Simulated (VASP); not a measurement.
A run of VASP 6.6.1:

Contents of INCAR:

```
SYSTEM = Al4Cr
  PREC = Accurate
  ENCUT = 520
  EDIFF = 1E-6
  ISMEAR = -1
  SIGMA = 0.1
  LREAL = Auto
  LASPH = .True.
  NELM = 80
  ALGO = Normal
  ISIF = 2
  LWAVE = .False.
  LCHARG = .False.
  GGA = PE
  NBANDS = 49
```

The input KPOINTS:

```
Automatic mesh
0
Gamma
  4 2 4
  0 0.5 0.5
```

POSCAR

```
Al4Cr
1.0
    5.1858110000     -0.0095780000      0.0128030000
    2.6090740000     -8.7345510000      0.0332270000
    0.9113920000      0.0137840000     -5.0696990000
Cr Al
3 12
Direct
    0.2314410000      0.2826830000      0.2154860000
    0.6049360000      0.7154720000      0.1647360000
    0.8178350000      0.9878170000      0.8377060000
    0.2562550000      0.9917530000      0.0337810000
    0.6235700000      0.0020960000      0.4093390000
    0.8470010000      0.2396360000      0.0145350000
    0.0451620000      0.7673330000      0.0843190000
    0.4965050000      0.2160370000      0.6684220000
    0.7048590000      0.7508450000      0.6608560000
    0.0163840000      0.1503550000      0.5435730000
    0.1612770000      0.8418670000      0.5634620000
    0.8519660000      0.4685080000      0.4092880000
    0.3121910000      0.5754130000      0.4340430000
    0.9845170000      0.5164140000      0.9471260000
    0.4724870000      0.5144510000      0.9796940000
```

Potentials or basis: VASP PAW PBE potentials, release 64 (Cr_pv, Al).

Launch:

```console
$ cat potpaw_PBE.64/Cr_pv/POTCAR potpaw_PBE.64/Al/POTCAR > POTCAR
$ mpirun -np 1 vasp_std > vasp.out
```

Hardware: 1 thread of AMD EPYC 7R13, with other jobs on the host.

Problem. Estimate the wall time of this run.

Solution. It took 13 min on 1 thread of AMD EPYC 7R13, with other jobs on the host, peak memory 0.35 GiB. Counts: scf iterations 18, k points 16.
